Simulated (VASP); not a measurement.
A run of VASP 6.6.1 is set up as follows.

The input INCAR:

```
SYSTEM = Si7PdC8
PREC = Accurate
ENCUT = 700
EDIFF = 1E-6
ISMEAR = 0
SIGMA = 0.05
LREAL = Auto
LASPH = .True.
NELM = 200
ALGO = Normal
ISIF = 2
LWAVE = .False.
LCHARG = .True.
ISPIN = 2
MAGMOM = 4 0 0 0 0 0 0 0 0 0 0 0 0 0 0 0
LORBIT = 11
LMAXMIX = 4
LDAU = .True.
LDAUTYPE = 2
LDAUL = 2 -1 -1
LDAUU = 2 0 0
LDAUJ = 0 0 0
LDAUPRINT = 1
GGA = PS
LELF = .True.
LVHAR = .True.
NBANDS = 57
GGA_COMPAT = .False.
```

KPOINTS

```
regular mesh
0
Gamma
  3 3 3
  0 0 0
```

Contents of POSCAR:

```
Si7PdC8
1.0
    0.0000000000      4.3580000000      4.3580000000
    4.3580000000      0.0000000000      4.3580000000
    4.3580000000      4.3580000000      0.0000000000
Pd Si C
1 7 8
Direct
   -0.0014879932      0.0014817106      0.0001348684
   -0.0040223560     -0.0006006561      0.5023713880
   -0.0039760034      0.5039575895     -0.0022385254
   -0.0039804107      0.5039464916      0.5023744001
    0.5006153515     -0.0005820652     -0.0022606833
    0.5005922752     -0.0005588835      0.5022896129
    0.5006409381      0.5039571230     -0.0022555801
    0.4982886190      0.5017127018      0.5000509255
    0.1331292654      0.1365160330      0.1348897383
    0.1330554484      0.1364773051      0.5957024134
    0.1331867839      0.5970788001      0.1349118402
    0.1239869420      0.6264598039      0.6248269315
    0.5940531588      0.1364707605      0.1347536752
    0.6230374944      0.1274138327      0.6248083382
    0.6230746445      0.6264712122      0.1257393475
    0.6230697129      0.6264859288      0.6248020359
```

Potentials or basis: VASP PAW PBE potentials, release 64 (Pd_sv_GW, Si, C).

The run is started by

```console
$ cat potpaw_PBE.64/Pd_sv_GW/POTCAR potpaw_PBE.64/Si/POTCAR potpaw_PBE.64/C/POTCAR > POTCAR
$ mpirun -np 1 vasp_std > vasp.out
```

(1) Predict the net moment.

(2) Estimate the largest force.

(3) What does it give for the pressure?

(4) Predict the band gap on the k mesh.

Answers

(1) 0.00 μB per cell.

(2) 0.203 eV/Å.

(3) 7.4 GPa.

(4) zero (filled and empty bands overlap).

Caveat: the k points lie up to 0.42 Å⁻¹ apart; the PAW data sets were made with another functional, which shifts forces and pressure a little; the U is typed as a test and isn't derived for this compound.
